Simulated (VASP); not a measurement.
A run of VASP 6.6.1 is set up as follows.

Contents of INCAR:

```
SYSTEM = CoSi2
ALGO     = Normal         ! electronic algorithm
EDIFF    = 1E-7           ! SCF threshold, eV
ENCUT    = 520            ! plane-wave cutoff, eV
GGA      = PE             ! functional
ISIF     = 2              ! what is computed and relaxed
ISMEAR   = -1             ! smearing method
ISPIN    = 2              ! spin polarisation
LASPH    = .True.         ! aspherical terms in the spheres
LCHARG   = .False.        ! write CHGCAR
LMAXMIX  = 4              ! l up to which the mixer works
LORBIT   = 11             ! projections on sites
LREAL    = .False.        ! projectors in reciprocal space
LWAVE    = .False.        ! write WAVECAR
MAGMOM   = 0.5 0 0        ! initial moments
NBANDS   = 20             ! bands
NELM     = 150            ! most SCF steps
PREC     = Accurate       ! precision mode
SIGMA    = 0.05           ! smearing width, eV
```

File KPOINTS:

```
k-points
0
Gamma
  11 11 11
  0 0 0
```

File POSCAR:

```
CoSi2
1.0
    0.0000000000      2.5662844754      2.5662844754
    2.5662844754      0.0000000000      2.5662844754
    2.5662844754      2.5662844754      0.0000000000
Co Si
1 2
Direct
    0.0000000000      0.0000000000      0.0000000000
    0.2500000000      0.2500000000      0.2500000000
    0.7500000000      0.7500000000      0.7500000000
```

Potentials or basis: VASP PAW PBE potentials, release 64 (Co, Si).

The run is started by

```sh
$ cat potpaw_PBE.64/Co/POTCAR potpaw_PBE.64/Si/POTCAR > POTCAR
$ mpirun -np 1 vasp_std > vasp.out
```

Q: Predict the pressure.

A: 30.9 GPa.

Q: Estimate the net moment.

A: 0.00 μB per cell.
